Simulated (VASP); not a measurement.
# Mo4C in VASP: notebook

Mo4C is run at these levels: LDA; tasks: single point.

Everything below comes from runs of VASP 6.6.1. Logs are shortened: lines on timing, memory, paths and dates and some standing lists are left out, and cuts for length are marked.

## 1. The cell of the first run

The cell holds a slab with vacuum, 5 atoms: a = 3.111 Å, b = 3.111 Å, c = 21.510 Å, α = 90.00°, β = 90.00°, γ = 90.00°.

## 2. Single point, LDA

INCAR reads:

```
ALGO = Normal ; DIPOL = 0.5 0.5 0.332
EDIFF = 1E-6 ; ENCUT = 520
GGA = CA ; IDIPOL = 3
ISIF = 2 ; ISMEAR = 0
LASPH = True ; LCHARG = True
LDIPOL = True ; LELF = True
LREAL = False ; LVACPOTAV = True
LVHAR = True ; LWAVE = False
NBANDS = 38 ; NELM = 80
PREC = Accurate ; SIGMA = 0.1
```

KPOINTS reads:

```
k-points
0
Gamma
  9 9 1
```

POSCAR reads:

```
Mo4C
1.0
    3.1111816891      0.0000000000      0.0000000000
    0.0000000000      3.1111816891      0.0000000000
    0.0000000000      0.0000000000     21.5098172784
Mo C
4 1
Direct
    0.5000000000      0.5000000000      0.1859615983
    0.0000000000      0.0000000000      0.2582816382
    0.5000000000      0.5000000000      0.3325055024
    0.0000000000      0.0000000000      0.3956248056
    0.1250000000      0.1250000000      0.4872108927
```

Potentials or basis: VASP PAW LDA potentials, release 64 (Mo_sv, C).

The run is started by

```console
> cat potpaw_LDA.64/Mo_sv/POTCAR potpaw_LDA.64/C/POTCAR > POTCAR
> mpirun -np 1 vasp_std > vasp.out
```

OUTCAR:

```text
EDIFF = 1E-6
   ENCUT = 520
   GGA = CA
   ISIF = 2
   ISMEAR = 0
   LASPH = True
   LREAL = False
   NELM = 80
   PREC = Accurate

 ion  position               nearest neighbor table
   1  0.500  0.500  0.186-   2 2.69   2 2.69   2 2.69   2 2.69   3 3.15
   2  0.000  0.000  0.258-   1 2.69   1 2.69   1 2.69   1 2.69   3 2.72   3 2.72   3 2.72   3 2.72
                             4 2.95
   3  0.500  0.500  0.333-   4 2.59   4 2.59   4 2.59   4 2.59   2 2.72   2 2.72   2 2.72   2 2.72
                             1 3.15
   4  0.000  0.000  0.396-   5 2.05   3 2.59   3 2.59   3 2.59   3 2.59   2 2.95
   5  0.125  0.125  0.487-   4 2.05

  LATTYP: Found a simple tetragonal cell.
 ALAT       =     3.1111816891
 C/A-ratio  =     6.9137129965

  Lattice vectors:

 A1 = (   3.1111816891,   0.0000000000,   0.0000000000)
 A2 = (   0.0000000000,   3.1111816891,   0.0000000000)
 A3 = (   0.0000000000,   0.0000000000,  21.5098172784)

Analysis of symmetry for initial positions (statically):
=====================================================================
 Subroutine PRICEL returns:
 Original cell was already a primitive cell.

 Routine SETGRP: Setting up the symmetry group for a
 simple tetragonal supercell.

 Subroutine GETGRP returns: Found  2 space group operations
 (whereof  2 operations were pure point group operations)
 out of a pool of 16 trial point group operations.

The static configuration has the point symmetry C_1h.

Analysis of symmetry for dynamics (positions and initial velocities):
=====================================================================
 Subroutine PRICEL returns:
 Original cell was already a primitive cell.

 Routine SETGRP: Setting up the symmetry group for a
 simple tetragonal supercell.

 Subroutine GETGRP returns: Found  2 space group operations
 (whereof  2 operations were pure point group operations)
 out of a pool of 16 trial point group operations.

The dynamic configuration has the point symmetry C_1h.

 Subroutine INISYM returns: Found  2 space group operations
 (whereof  2 operations are pure point group operations),
 and found     1 'primitive' translations

----------------------------------------------------------------------------------------

                                     Primitive cell

  volume of cell :     208.2032

  direct lattice vectors                    reciprocal lattice vectors
     3.111181689  0.000000000  0.000000000     0.321421280  0.000000000  0.000000000
     0.000000000  3.111181689  0.000000000     0.000000000  0.321421280  0.000000000
     0.000000000  0.000000000 21.509817278     0.000000000  0.000000000  0.046490400

  length of vectors
     3.111181689  3.111181689 21.509817278     0.321421280  0.321421280  0.046490400

  position of ions in fractional coordinates (direct lattice)
     0.500000000  0.500000000  0.185961598
     0.000000000  0.000000000  0.258281638
     0.500000000  0.500000000  0.332505502
     0.000000000  0.000000000  0.395624806
     0.125000000  0.125000000  0.487210893

  ion indices of the primitive-cell ions
   primitive index   ion index
                 1           1
                 2           2
                 3           3
                 4           4
                 5           5

----------------------------------------------------------------------------------------

 KPOINTS: k-points

Automatic generation of k-mesh.
 Grid dimensions read from file:
 generate k-points for:    9    9    1

 Generating k-lattice:

  Cartesian coordinates                     Fractional coordinates (reciprocal lattice)
     0.035713476  0.000000000  0.000000000     0.111111111  0.000000000  0.000000000
     0.000000000  0.035713476  0.000000000     0.000000000  0.111111111  0.000000000
     0.000000000  0.000000000  0.046490400     0.000000000  0.000000000  1.000000000

  Length of vectors
     0.035713476  0.035713476  0.046490400

  Shift w.r.t. Gamma in fractional coordinates (k-lattice)
     0.000000000  0.000000000  0.000000000

 Subroutine IBZKPT returns following result:
 ===========================================

 Found     25 irreducible k-points:

 Following reciprocal coordinates:
            Coordinates               Weight
  0.000000  0.000000  0.000000      1.000000
  0.111111  0.000000  0.000000      4.000000
  0.222222  0.000000  0.000000      4.000000
  0.333333  0.000000  0.000000      4.000000
  0.444444  0.000000  0.000000      4.000000
  0.111111  0.111111  0.000000      2.000000
[... 16 lines left out ...]
 -0.333333  0.444444  0.000000      4.000000
  0.444444  0.444444  0.000000      2.000000
   k-points           NKPTS =     25   k-points in BZ     NKDIM =     25   number of bands    NBANDS=     38
   number of dos      NEDOS =    301   number of ions     NIONS =      5
   total plane-waves  NPLWV =  92160
   dimension x,y,z NGX =    24 NGY =   24 NGZ =  160
   dimension x,y,z NGXF=    48 NGYF=   48 NGZF=  320
   ions per type =               4   1
   NGX,Y,Z   is equivalent  to a cutoff of  12.82, 12.82, 12.37 a.u.
   NGXF,Y,Z  is equivalent  to a cutoff of  25.65, 25.65, 24.73 a.u.
 SYSTEM =  unknown system
   PREC   = accura    normal or accurate (medium, high low for compatibility)
   ISTART =      0    job   : 0-new  1-cont  2-samecut
   ICHARG =      2    charge: 1-file 2-atom 10-const
   ISPIN  =      1    spin polarized calculation?
   LNONCOLLINEAR =      F non collinear calculations
   LSORBIT =      F    spin-orbit coupling
   LASPH  =      T    aspherical Exc in radial PAW
   ENCUT  =  520.0 eV  38.22 Ry    6.18 a.u.   5.78  5.78 39.99*2*pi/ulx,y,z
   NELM   =     80;   NELMIN=  2; NELMDL= -5     # of ELM steps
   EDIFF  = 0.1E-05   stopping-criterion for ELM
   LREAL  =      F    real-space projection
   EDIFFG = 0.1E-04   stopping-criterion for IOM
   NSW    =      0    number of steps for IOM
   IBRION =     -1    ionic relax: 0-MD 1-quasi-New 2-CG
   NFREE  =      0    steps in history (QN), initial steepest desc. (CG)
   ISIF   =      2    stress and relaxation
   ISYM   =      2    0-nonsym 1-usesym 2-fastsym
   POTIM  = 0.5000    time-step for ionic-motion
   TEBEG  =    0.0;   TEEND  =   0.0 temperature during run
   PSTRESS=    0.0 pullay stress
   NELECT =      60.0000    total number of electrons
   NUPDOWN=      -1.0000    fix difference up-down
   EMIN   =  10.00;   EMAX   =-10.00  energy-range for DOS
   EFERMI =   0.00;   METHOD = LEGACY
   ISMEAR =     0;   SIGMA  =   0.10  broadening in eV -4-tet -1-fermi 0-gaus
   EFERMI_NEDOS =   21; number of points for ismear=-14 and -15
   IALGO  =     38    algorithm
   IMIX   =      4    mixing-type and parameters
     AMIX     =   0.40;   BMIX     =  1.00
     AMIX_MAG =   1.60;   BMIX_MAG =  1.00
  volume/ion in A,a.u.               =      41.64       281.00
  Fermi-wavevector in a.u.,A,eV,Ry     =   1.081341  2.043439 15.909276  1.169299
  Thomas-Fermi vector in A             =   2.217355
   LORBIT       =      0    0 simple, 1 ext, 2 COOP (PROOUT), +10 PAW based schemes
   GGA     = CA    functional components
   LHFCALC =     F    Hartree Fock is set to
   AEXX    =    0.0000 exact exchange contribution
   IVDW    =     0    specifies the selected vdW correction
   LEPSILON=     F    determine dielectric tensor
   LRPA    =     F    only Hartree local field effects (RPA)
 non-spin polarized calculation
 Gauss-broadening in eV      SIGMA  =   0.10
  energy-cutoff  :      520.00
  volume of cell :      208.20
 maximum number of plane-waves:      5636
   NGX = 11   NGY = 11   NGZ = 79

 dipolmoment           0.000000      0.000000     -0.156315 electrons x Angstroem

 number of electron      59.9999987 magnetization

 dipolmoment           0.000000      0.000000      0.155419 electrons x Angstroem

 Free energy of the ion-electron system (eV)
  ---------------------------------------------------
  ext. energy  EPLUGINS =         0.00000000
  ---------------------------------------------------
  free energy    TOTEN  =       -49.79244739 eV

  energy without entropy =      -49.75248204  energy(sigma->0) =      -49.77246471

 E-fermi :   0.1583     XC(G=0):  -5.6885

 val. band max:        0.1508226928   @ k =  -0.2222   0.3333   0.0000
 cond. band min:       0.1679247157   @ k =   0.1111   0.0000   0.0000
 fundamental gap:      0.0171020229
 Fermi energy:         0.1582669666

 k-point     1 :       0.0000    0.0000    0.0000
  band No.  band energies     occupation
      1     -60.4312      2.00000
      2     -60.2255      2.00000
      3     -60.0185      2.00000
      4     -59.7424      2.00000
      5     -34.9041      2.00000
      6     -34.8546      2.00000
[... 30 lines left out ...]
     37       2.5881      0.00000
     38       2.6843      0.00000

 k-point     2 :       0.1111    0.0000    0.0000
  band No.  band energies     occupation
      1     -60.4156      2.00000
      2     -60.2179      2.00000
      3     -60.0231      2.00000
      4     -59.7501      2.00000
      5     -34.9726      2.00000
      6     -34.8953      2.00000
[... 30 lines left out ...]
     37       2.2642      0.00000
     38       2.4897      0.00000

 k-point     3 :       0.2222    0.0000    0.0000
  band No.  band energies     occupation
      1     -60.3725      2.00000
      2     -60.1987      2.00000
      3     -60.0367      2.00000
      4     -59.7710      2.00000
      5     -35.1018      2.00000
      6     -35.0238      2.00000
[... 30 lines left out ...]
     37       2.2614      0.00000
     38       2.5594      0.00000

 k-point     4 :       0.3333    0.0000    0.0000
  band No.  band energies     occupation
      1     -60.3126      2.00000
      2     -60.1795      2.00000
      3     -60.0574      2.00000
      4     -59.7979      2.00000
      5     -35.2156      2.00000
      6     -35.1625      2.00000
[... 30 lines left out ...]
     37       2.3613      0.00000
     38       2.7579      0.00000
[... 703 lines left out ...]
      4     -59.8011      2.00000
      5     -35.2556      2.00000
      6     -35.2087      2.00000
[... 30 lines left out ...]
     37       2.8697      0.00000
     38       3.1209      0.00000

 k-point    23 :      -0.3333    0.4444    0.0000
  band No.  band energies     occupation
      1     -60.2293      2.00000
      2     -60.1613      2.00000
      3     -60.0573      2.00000
      4     -59.8011      2.00000
      5     -35.2673      2.00000
      6     -35.1980      2.00000
[... 30 lines left out ...]
     37       2.8540      0.00000
     38       3.1168      0.00000

 k-point    24 :       0.4444    0.4444    0.0000
  band No.  band energies     occupation
      1     -60.2210      2.00000
      2     -60.1563      2.00000
      3     -60.0526      2.00000
      4     -59.7962      2.00000
      5     -35.3074      2.00000
      6     -35.3056      2.00000
[... 30 lines left out ...]
     37       2.8345      0.00000
     38       3.1059      0.00000

 [... further k-points ...]
[... 5 lines left out ...]
  --------------------------------------------------------------------------------------
  -------------------------------------------------------------------------------------
  Total       -5.1332144     -5.1332144     -6.7170375      0.1285090      0.0081588      0.0081593
  in kB      -39.5014023    -39.5014023    -51.6893278      0.9889096      0.0627837      0.0627880
  external PRESSURE =     -43.5640441 kB  Pullay stress =       0.0000000 kB

 VOLUME and BASIS-vectors are now :
 -----------------------------------------------------------------------------
  energy-cutoff  :      520.00
  volume of cell :      208.20
      direct lattice vectors                 reciprocal lattice vectors
     3.111181689  0.000000000  0.000000000     0.321421280  0.000000000  0.000000000
     0.000000000  3.111181689  0.000000000     0.000000000  0.321421280  0.000000000
     0.000000000  0.000000000 21.509817278     0.000000000  0.000000000  0.046490400

 POSITION                                       TOTAL-FORCE (eV/Angst)
 -----------------------------------------------------------------------------------
      1.55559      1.55559      4.00000        -0.077088     -0.077088      1.917301
      0.00000      0.00000      5.55559         0.160234      0.160234     -2.058093
      1.55559      1.55559      7.15213        -0.138273     -0.138273     -1.259999
      0.00000      0.00000      8.50982         0.082375      0.082375      4.363692
      0.38890      0.38890     10.47982        -0.027248     -0.027248     -2.962900
 -----------------------------------------------------------------------------------
    total drift:                               -0.000019     -0.000019      0.000409

  FREE ENERGIE OF THE ION-ELECTRON SYSTEM (eV)
  ---------------------------------------------------
  free  energy   TOTEN  =       -49.7924473867 eV

  energy  without entropy=      -49.7524820407  energy(sigma->0) =      -49.77246471

 vacuum level on the upper side and lower side of the slab         7.241         4.337
```

Run time: 10 min. Hardware: 1 thread of AMD EPYC 7R43 (Zen 3), shared host; peak memory 0.29 GiB.

What came out:

```
Free energy            : -49.7924 eV
Largest force          : 4.365 eV/Å
Band gap on the k mesh : zero (band 30 reaches 0.56 eV, above the bottom of band 31 at 0.01 eV)
```

Forces in eV/Å, atoms in the order of the input:
```
Mo  -0.077 -0.077  1.917
Mo   0.160  0.160 -2.058
Mo  -0.138 -0.138 -1.260
Mo   0.082  0.082  4.364
C   -0.027 -0.027 -2.963
```

Levels at points of the mesh, in eV from the Fermi level:
| k point | band 27 | band 28 | band 29 | band 30 | band 31 | band 32 | band 33 | band 34 |
| --- | --- | --- | --- | --- | --- | --- | --- | --- |
| (0.00, 0.00, 0.00) | -0.92 | -0.83 | -0.45 | -0.20 | -0.08 | 0.49 | 0.69 | 0.79 |

## 3. Single point, LDA

INCAR reads:

```
  PREC = Accurate
  ENCUT = 520
  EDIFF = 1E-7
  ISMEAR = 0
  SIGMA = 0.1
  LREAL = F
  LASPH = T
  NELM = 100
  ALGO = Normal
  ISIF = 2
  LWAVE = F
  LCHARG = T
  LDIPOL = T
  IDIPOL = 3
  DIPOL = 0.5 0.5 0.340
  GGA = CA
  LELF = T
  LVHAR = T
  LVACPOTAV = T
  NBANDS = 38
```

KPOINTS reads:

```
regular mesh
0
Gamma
  9 9 1
```

Changes to POSCAR since step 2:

```diff
@@ -12,2 +12,2 @@
     0.0000000000      0.0000000000      0.3956248056
-    0.1250000000      0.1250000000      0.4872108927
+    0.1250000000      0.1250000000      0.5281224443
```

Potentials or basis: VASP PAW LDA potentials, release 64 (Mo_sv, C).

The run is started by

```console
> cat potpaw_LDA.64/Mo_sv/POTCAR potpaw_LDA.64/C/POTCAR > POTCAR
> mpirun -np 1 vasp_std > vasp.out
```

Wall time 9 min (1 thread of AMD EPYC 7R43 (Zen 3), shared host); peak memory 0.28 GiB.

The run converged. Its results:

* Free energy: -47.1475 eV
* Largest force: 2.702 eV/Å
* Band gap on the k mesh: zero (band 30 reaches 0.83 eV, above the bottom of band 31 at 0.15 eV)

Forces on the atoms (eV/Å):
```
Mo   0.036  0.036  1.708
Mo   0.011  0.011 -1.852
Mo  -0.103 -0.103 -0.518
Mo   0.104  0.104  2.698
C   -0.047 -0.047 -2.036
```

Levels at points of the mesh, in eV from the Fermi level:
| k point | band 26 | band 27 | band 28 | band 29 | band 30 | band 31 | band 32 | band 33 | band 34 | band 35 |
| --- | --- | --- | --- | --- | --- | --- | --- | --- | --- | --- |
| (0.00, 0.00, 0.00) | -0.95 | -0.93 | -0.78 | -0.30 | -0.29 | -0.06 | 0.53 | 1.04 | 1.04 | 1.37 |
